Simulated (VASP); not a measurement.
Input of a VASP 6.6.1 run:

File POSCAR:

```
CoO
1.0
    0.0000000000      2.3436418400      2.3436418400
    2.3436418400      0.0000000000      2.3436418400
    2.3436418400      2.3436418400      0.0000000000
Co O
1 1
Direct
    0.0000000000      0.0000000000      0.0000000000
    0.2500000000      0.2500000000      0.2500000000
```

Contents of INCAR.step1:

```
SYSTEM = CoO
ALGO = Normal
EDIFF = 1E-5
ENCUT = 600
GGA = PE
ISMEAR = -1
ISPIN = 2
LASPH = .TRUE.
LCHARG = .FALSE.
LMAXMIX = 4
LORBIT = 11
LREAL = .FALSE.
LWAVE = .TRUE.
MAGMOM = 2 0
NBANDS = 18
NELM = 150
PREC = Accurate
SIGMA = 0.05
```

INCAR.step2

```
SYSTEM = CoO
AEXX = 0.25
ALGO = Normal
EDIFF = 1E-7
EDIFFG = -0.01
ENCUT = 600
GGA = PS
IBRION = 2
ISIF = 3
ISMEAR = -1
ISPIN = 2
ISTART = 1
LASPH = .TRUE.
LCHARG = .FALSE.
LHFCALC = .TRUE.
LMAXMIX = 4
LORBIT = 11
LREAL = .FALSE.
LWAVE = .FALSE.
MAGMOM = 2 0
NELM = 150
NSW = 60
PREC = Accurate
PRECFOCK = Normal
SIGMA = 0.05
```

File KPOINTS:

```
k-points
0
G
  5 5 5
  0 0 0
```

Potentials or basis: VASP PAW PBE potentials, release 64 (Co, O).

Run with:

```bash
$ cat potpaw_PBE.64/Co/POTCAR potpaw_PBE.64/O/POTCAR > POTCAR
$ cp INCAR.step1 INCAR
$ mpirun -np 1 vasp_std > vasp.out
$ cp INCAR.step2 INCAR
$ mpirun -np 1 vasp_std > vasp.out
```

**Question.** Estimate the site moments.

**Answer.** Co +2.67; O +0.20 μB.

**Question.** What does it give for the space group after relaxing (to 0.1 Å)?

**Answer.** F-43m (No. 216).

**Question.** Estimate the net moment.

**Answer.** 3.00 μB per cell.

The path:
```csv
step,energy change (eV),largest force (eV/Å),pressure (GPa),volume (Å³)
1,0.0000,0.0000,-12.99,25.75
2,-0.0758,0.0000,9.64,22.05
3,-0.1106,0.0000,-0.05,23.27
```

Caveat: the k points lie up to 0.48 Å⁻¹ apart in the final cell; the PAW data sets were made with another functional, which shifts forces and pressure a little; a cell with one magnetic atom can't hold antiferromagnetic order, which such compounds often take.
